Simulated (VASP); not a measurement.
# TiSi16 (a cell with a defect) in VASP: relaxation of the atoms with PBE

Aim: the relaxation of the atoms of TiSi16 (a cell with a defect) with PBE.

Everything below comes from runs of VASP 6.6.1. Logs are shortened: lines on timing, memory, paths and dates and some standing lists are left out, and cuts for length are marked.

### 1 The cell of the first run

The cell holds a defect, 17 atoms: a = 7.679 Å, b = 7.679 Å, c = 7.679 Å, α = 60.00°, β = 60.00°, γ = 60.00°.

### 2 Relaxation of the atoms, PBE

The input, INCAR:

```
ALGO = Normal ; EDIFF = 1E-7
EDIFFG = -0.03 ; ENCUT = 450
GGA = PE ; GGA_COMPAT = False
IBRION = 2 ; ISIF = 2
ISMEAR = 0 ; LASPH = True
LCHARG = False ; LREAL = False
LWAVE = False ; NELM = 120
NELMIN = 4 ; NSW = 80
PREC = Accurate ; SIGMA = 0.02
```

The input, KPOINTS:

```
k-points
0
Gamma
  2 2 2
```

The input, POSCAR:

```
TiSi16
1.0
    0.0000000000      5.4300000000      5.4300000000
    5.4300000000      0.0000000000      5.4300000000
    5.4300000000      5.4300000000      0.0000000000
Si Ti
16 1
Direct
    0.0000000000      0.0000000000      0.0000000000
    0.1250000000      0.1250000000      0.1250000000
    0.0000000000      0.0000000000      0.5000000000
    0.1250000000      0.1250000000      0.6250000000
    0.0000000000      0.5000000000      0.0000000000
    0.1250000000      0.6250000000      0.1250000000
    0.0000000000      0.5000000000      0.5000000000
    0.1250000000      0.6250000000      0.6250000000
    0.5000000000      0.0000000000      0.0000000000
    0.6250000000      0.1250000000      0.1250000000
    0.5000000000      0.0000000000      0.5000000000
    0.6250000000      0.1250000000      0.6250000000
    0.5000000000      0.5000000000      0.0000000000
    0.6250000000      0.6250000000      0.1250000000
    0.5000000000      0.5000000000      0.5000000000
    0.6250000000      0.6250000000      0.6250000000
    0.3712394000      0.8765113000      0.3785016000
```

Potentials or basis: VASP PAW PBE potentials, release 64 (Si, Ti_sv).

Launch:

```sh
$ cat potpaw_PBE.64/Si/POTCAR potpaw_PBE.64/Ti_sv/POTCAR > POTCAR
$ mpirun -np 1 vasp_std > vasp.out
```

OUTCAR:

```text
EDIFF = 1E-7
   EDIFFG = -0.03
   ENCUT = 450
   GGA = PE
   IBRION = 2
   ISIF = 2
   ISMEAR = 0
   LASPH = True
   LREAL = False
   NELM = 120
   NELMIN = 4
   NSW = 80
   PREC = Accurate

 ion  position               nearest neighbor table
   1  0.000  0.000  0.000-   2 2.35   4 2.35   6 2.35  10 2.35
   2  0.125  0.125  0.125-   1 2.35   3 2.35   5 2.35   9 2.35  17 2.71
   3  0.000  0.000  0.500-  17 2.33   4 2.35   8 2.35  12 2.35   2 2.35
   4  0.125  0.125  0.625-   1 2.35   3 2.35   7 2.35  11 2.35  17 2.69
   5  0.000  0.500  0.000-   2 2.35   6 2.35   8 2.35  14 2.35
   6  0.125  0.625  0.125-   1 2.35   5 2.35   7 2.35  13 2.35
   7  0.000  0.500  0.500-   4 2.35   6 2.35   8 2.35  16 2.35
   8  0.125  0.625  0.625-   3 2.35   5 2.35   7 2.35  15 2.35  17 2.70
   9  0.500  0.000  0.000-   2 2.35  10 2.35  12 2.35  14 2.35  17 2.37
  10  0.625  0.125  0.125-   1 2.35   9 2.35  11 2.35  13 2.35  17 2.73
  11  0.500  0.000  0.500-  17 2.34  10 2.35  12 2.35  16 2.35   4 2.35
  12  0.625  0.125  0.625-   3 2.35   9 2.35  11 2.35  15 2.35
  13  0.500  0.500  0.000-   6 2.35  10 2.35  14 2.35  16 2.35
  14  0.625  0.625  0.125-   5 2.35   9 2.35  13 2.35  15 2.35  17 2.74
  15  0.500  0.500  0.500-   8 2.35  12 2.35  14 2.35  16 2.35  17 2.36
  16  0.625  0.625  0.625-   7 2.35  11 2.35  13 2.35  15 2.35  17 2.72
  17  0.371  0.877  0.379-   3 2.33  11 2.34  15 2.36   9 2.37   4 2.69   8 2.70   2 2.71  16 2.72
                            10 2.73  14 2.74

  LATTYP: Found a face centered cubic cell.
 ALAT       =    10.8600000000

  Lattice vectors:

 A1 = (   0.0000000000,   5.4300000000,   5.4300000000)
 A2 = (   5.4300000000,   0.0000000000,   5.4300000000)
 A3 = (   5.4300000000,   5.4300000000,   0.0000000000)

Analysis of symmetry for initial positions (statically):
=====================================================================
 Subroutine PRICEL returns:
 Original cell was already a primitive cell.

 Routine SETGRP: Setting up the symmetry group for a
 face centered cubic supercell.

 Subroutine GETGRP returns: Found  1 space group operations
 (whereof  1 operations were pure point group operations)
 out of a pool of 48 trial point group operations.

The static configuration has the point symmetry C_1 .

Analysis of symmetry for dynamics (positions and initial velocities):
=====================================================================
 Subroutine PRICEL returns:
 Original cell was already a primitive cell.

 Routine SETGRP: Setting up the symmetry group for a
 face centered cubic supercell.

 Subroutine GETGRP returns: Found  1 space group operations
 (whereof  1 operations were pure point group operations)
 out of a pool of 48 trial point group operations.

The dynamic configuration has the point symmetry C_1 .

 Subroutine INISYM returns: Found  1 space group operations
 (whereof  1 operations are pure point group operations),
 and found     1 'primitive' translations

[... 105 lines left out ...]
   ENCUT  =  450.0 eV  33.07 Ry    5.75 a.u.  13.28 13.28 13.28*2*pi/ulx,y,z
   NELM   =    120;   NELMIN=  4; NELMDL= -5     # of ELM steps
   EDIFF  = 0.1E-06   stopping-criterion for ELM
   LREAL  =      F    real-space projection
   EDIFFG = -.3E-01   stopping-criterion for IOM
   NSW    =     80    number of steps for IOM
   IBRION =      2    ionic relax: 0-MD 1-quasi-New 2-CG
   NFREE  =      1    steps in history (QN), initial steepest desc. (CG)
   ISIF   =      2    stress and relaxation
   ISYM   =      2    0-nonsym 1-usesym 2-fastsym
   POTIM  = 0.5000    time-step for ionic-motion
   TEBEG  =    0.0;   TEEND  =   0.0 temperature during run
   PSTRESS=    0.0 pullay stress
   NELECT =      76.0000    total number of electrons
   NUPDOWN=      -1.0000    fix difference up-down
   EMIN   =  10.00;   EMAX   =-10.00  energy-range for DOS
   EFERMI =   0.00;   METHOD = LEGACY
   ISMEAR =     0;   SIGMA  =   0.02  broadening in eV -4-tet -1-fermi 0-gaus
   EFERMI_NEDOS =   21; number of points for ismear=-14 and -15
   IALGO  =     38    algorithm
   IMIX   =      4    mixing-type and parameters
     AMIX     =   0.40;   BMIX     =  1.00
     AMIX_MAG =   1.60;   BMIX_MAG =  1.00
  volume/ion in A,a.u.               =      18.84       127.11
  Fermi-wavevector in a.u.,A,eV,Ry     =   1.013607  1.915439 13.978610  1.027399
  Thomas-Fermi vector in A             =   2.146786
   LORBIT       =      0    0 simple, 1 ext, 2 COOP (PROOUT), +10 PAW based schemes
   GGA     = PE    functional components
   LHFCALC =     F    Hartree Fock is set to
   AEXX    =    0.0000 exact exchange contribution
   IVDW    =     0    specifies the selected vdW correction
   LEPSILON=     F    determine dielectric tensor
   LRPA    =     F    only Hartree local field effects (RPA)
 conjugate gradient relaxation of ions
 non-spin polarized calculation
 Gauss-broadening in eV      SIGMA  =   0.02
  energy-cutoff  :      450.00
  volume of cell :      320.21
 maximum number of plane-waves:      6958
 NGX is ok and might be reduce to    54
   NGX = 27   NGY = 27   NGZ = 27

--------------------------------------- Ionic step        1  -------------------------------------------

 number of electron      76.0000002 magnetization

 Free energy of the ion-electron system (eV)
  ---------------------------------------------------
  ext. energy  EPLUGINS =         0.00000000
  ---------------------------------------------------
  free energy    TOTEN  =       -91.80003909 eV

  energy without entropy =      -91.78570176  energy(sigma->0) =      -91.79287042

------------------------ aborting loop because EDIFF is reached ----------------------------------------

  FORCE on cell =-STRESS in cart. coord.  units (eV):
  Direction    XX          YY          ZZ          XY          YZ          ZX
  --------------------------------------------------------------------------------------
  -------------------------------------------------------------------------------------
  Total        9.8445281      9.8618801      9.8583525     -0.1570085      0.3537171     -0.0077171
  in kB       49.2579125     49.3447343     49.3270839     -0.7856050      1.7698530     -0.0386134
  external PRESSURE =      49.3099102 kB  Pullay stress =       0.0000000 kB
[... 293 lines left out ...]
--------------------------------------- Ionic step        7  -------------------------------------------

 number of electron      76.0000003 magnetization

 Free energy of the ion-electron system (eV)
  ---------------------------------------------------
  ext. energy  EPLUGINS =         0.00000000
  ---------------------------------------------------
  free energy    TOTEN  =       -92.19417564 eV

  energy without entropy =      -92.18844366  energy(sigma->0) =      -92.19130965

 E-fermi :   6.9450     XC(G=0):  -9.7515

 val. band max:        6.8910294810   @ k =   0.5000   0.0000   0.5000
 cond. band min:       6.9582376540   @ k =   0.0000   0.5000   0.0000
 fundamental gap:      0.0672081730
 Fermi energy:         6.9450393188

 k-point     1 :       0.0000    0.0000    0.0000
  band No.  band energies     occupation
      1     -49.8826      2.00000
      2     -26.2602      2.00000
      3     -26.2564      2.00000
      4     -26.2520      2.00000
      5      -5.7204      2.00000
      6      -3.5125      2.00000
[... 433 lines left out ...]
  FREE ENERGIE OF THE ION-ELECTRON SYSTEM (eV)
  ---------------------------------------------------
  free  energy   TOTEN  =       -92.1941756407 eV

  energy  without entropy=      -92.1884436569  energy(sigma->0) =      -92.19130965

 reached required accuracy - stopping structural energy minimisation
```

OSZICAR:

```text
N       E                     dE             d eps       ncg     rms          rms(c)
DAV:   1     0.321212520915E+03    0.32121E+03   -0.28925E+04   800   0.125E+03
DAV:   2    -0.568982411600E+02   -0.37811E+03   -0.36570E+03   862   0.249E+02
DAV:   3    -0.921374431890E+02   -0.35239E+02   -0.34047E+02  1105   0.682E+01
DAV:   4    -0.945160124977E+02   -0.23786E+01   -0.23284E+01  1120   0.152E+01
[... 66 lines left out ...]
DAV:   3    -0.921941841062E+02    0.43323E-05   -0.31144E-04   977   0.895E-02    0.277E-02
DAV:   4    -0.921941801867E+02    0.39195E-05   -0.74687E-05  1050   0.446E-02    0.228E-02
DAV:   5    -0.921941753592E+02    0.48274E-05   -0.37347E-05  1018   0.305E-02    0.702E-03
DAV:   6    -0.921941756515E+02   -0.29225E-06   -0.32760E-06   898   0.873E-03    0.359E-03
DAV:   7    -0.921941756407E+02    0.10772E-07   -0.33595E-07   792   0.328E-03
   7 F= -.92194176E+02 E0= -.92191310E+02  d E =-.101406E-02
```

CONTCAR:

```text
TiSi16
   1.00000000000000
     0.0000000000000000    5.4299999999999997    5.4299999999999997
     5.4299999999999997    0.0000000000000000    5.4299999999999997
     5.4299999999999997    5.4299999999999997    0.0000000000000000
  Si              Ti
    16     1
Direct
     0.0013434978873413    0.9954912229868728    0.0017013622364101
     0.1215267260874063    0.1281441925803006    0.1222022646059382
     0.9867394592258466    0.0044174414596437    0.5044069597465702
     0.1216731586654053    0.1282074274051445    0.6282169758441711
     0.0012969401166475    0.5015428211798525    0.0016390631896240
     0.1250560023092191    0.6249787253255988    0.1249426966690930
[... 9 lines left out ...]
     0.6281022932937966    0.6220031213165109    0.6281505490017804
     0.3744012519712756    0.8752356176918802    0.3755796957056531

  0.00000000E+00  0.00000000E+00  0.00000000E+00
  0.00000000E+00  0.00000000E+00  0.00000000E+00
  0.00000000E+00  0.00000000E+00  0.00000000E+00
  0.00000000E+00  0.00000000E+00  0.00000000E+00
  0.00000000E+00  0.00000000E+00  0.00000000E+00
  0.00000000E+00  0.00000000E+00  0.00000000E+00
[... 9 lines left out ...]
  0.00000000E+00  0.00000000E+00  0.00000000E+00
  0.00000000E+00  0.00000000E+00  0.00000000E+00
```

It took 19 min on 1 thread of Oxide Virtual Turin-like, shared host; peak memory 0.41 GiB.

What came out:

| Quantity | Value |
| --- | --- |
| Free energy | -92.1942 eV |
| Energy gained by relaxing | 23.2 meV/atom |
| Ionic steps | 7 |
| Pressure after relaxing | 4.0 GPa |
| Largest force after relaxing | 0.013 eV/Å |
| Band gap on the k mesh | zero (bands 38 and 39 overlap by 0.43 eV) |

Forces in eV/Å, atoms in the order of the input:
```
Si  -0.001 -0.003  0.005
Si   0.009 -0.005 -0.009
Si   0.001 -0.002 -0.002
Si  -0.001 -0.003 -0.003
Si  -0.006 -0.002  0.000
Si  -0.002  0.000  0.001
Si   0.000  0.005 -0.003
Si   0.007 -0.006 -0.003
Si   0.004  0.004 -0.003
Si   0.006  0.006  0.007
Si   0.000  0.001  0.000
Si   0.002  0.000 -0.001
Si  -0.005  0.001  0.003
Si  -0.009  0.002 -0.002
Si   0.002 -0.001  0.002
Si   0.004  0.005  0.003
Ti  -0.010 -0.001  0.004
```

Step by step:
| step | energy change (eV) | largest force (eV/Å) | pressure (GPa) |
| --- | --- | --- | --- |
| 1 | 0.0000 | 2.0001 | 4.93 |
| 2 | -0.3876 | 0.3562 | 3.98 |
| 3 | -0.3886 | 0.2445 | 4.00 |
| 4 | -0.3884 | 0.1959 | 4.00 |
| 5 | -0.3931 | 0.0988 | 4.01 |
| 6 | -0.3931 | 0.0904 | 4.01 |
| 7 | -0.3941 | 0.0131 | 4.01 |

Final structure:
```cif
data_structure
_symmetry_space_group_name_H-M 'P 1'
_symmetry_Int_Tables_number 1
_cell_length_a 7.6792
_cell_length_b 7.6792
_cell_length_c 7.6792
_cell_angle_alpha 60.000
_cell_angle_beta 60.000
_cell_angle_gamma 60.000
_cell_volume 320.21
loop_
_atom_site_label
_atom_site_type_symbol
_atom_site_fract_x
_atom_site_fract_y
_atom_site_fract_z
_atom_site_occupancy
Si1 Si 0.00134 0.99549 0.00170 1
Si2 Si 0.12153 0.12814 0.12220 1
Si3 Si 0.98674 0.00442 0.50441 1
Si4 Si 0.12167 0.12821 0.62822 1
Si5 Si 0.00130 0.50154 0.00164 1
Si6 Si 0.12506 0.62498 0.12494 1
Si7 Si 0.00138 0.50165 0.49546 1
Si8 Si 0.12159 0.62208 0.62818 1
Si9 Si 0.50396 0.00400 0.98807 1
Si10 Si 0.62807 0.12811 0.12213 1
Si11 Si 0.50428 0.00427 0.50427 1
Si12 Si 0.62417 0.12533 0.62579 1
Si13 Si 0.49554 0.50150 0.00159 1
Si14 Si 0.62803 0.62187 0.12205 1
Si15 Si 0.50409 0.48769 0.50412 1
Si16 Si 0.62810 0.62200 0.62815 1
Ti1 Ti 0.37440 0.87524 0.37558 1
```

Caveat: the k points lie up to 0.50 Å⁻¹ apart.

The gap in the log of VASP goes by the Fermi energy; the results here count the filled bands.